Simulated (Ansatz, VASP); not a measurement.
## Cs: VASP beside Ansatz

```xyz
6
Lattice="0.0000 7.4342 7.4342 7.4342 0.0000 7.4342 7.4342 7.4342 0.0000" Properties=species:S:1:pos:R:3 pbc="T T T"
Cs    3.7282    7.4342    7.4342
Cs   11.1402    7.4342    7.4342
Cs    7.4342    3.7282    7.4342
Cs    7.4342   11.1402    7.4342
Cs    7.4342    7.4342    3.7282
Cs    7.4342    7.4342   11.1402
```

Alike in both runs: functional PBE; k mesh 2 × 2 × 2; occupations gaussian, width 0.1 eV; no spin polarisation.

Ansatz relaxed the structure, and its values are those at the end. VASP's run is a single point on that final structure, the one shown.

```csv
,VASP,Ansatz
version,VASP 6.6.1,Ansatz 0.2.0
potentials or method,"VASP PAW PBE potentials, release 64 (Cs_sv), cutoff 520 eV","scalar-relativistic, plane waves, PAW"
valence electrons in the cell,54,54
```

Ansatz gave:

| Property | Result |
| --- | --- |
| gap on the k mesh at the Fermi level (eV) | none |
| pressure (GPa) | 0.1 |
| rms of the force components (eV/Å) | 0.006 |

Task: Estimate VASP's values.

Result: gap on the k mesh at the Fermi level (eV): none; pressure (GPa): 0.1; rms of the force components (eV/Å): 0.007.

A gap of «none» marks a metal or a gap that the smearing closes.

The k mesh is coarse, so the values compare programs but aren't converged. Neither program's run includes spin-orbit coupling.
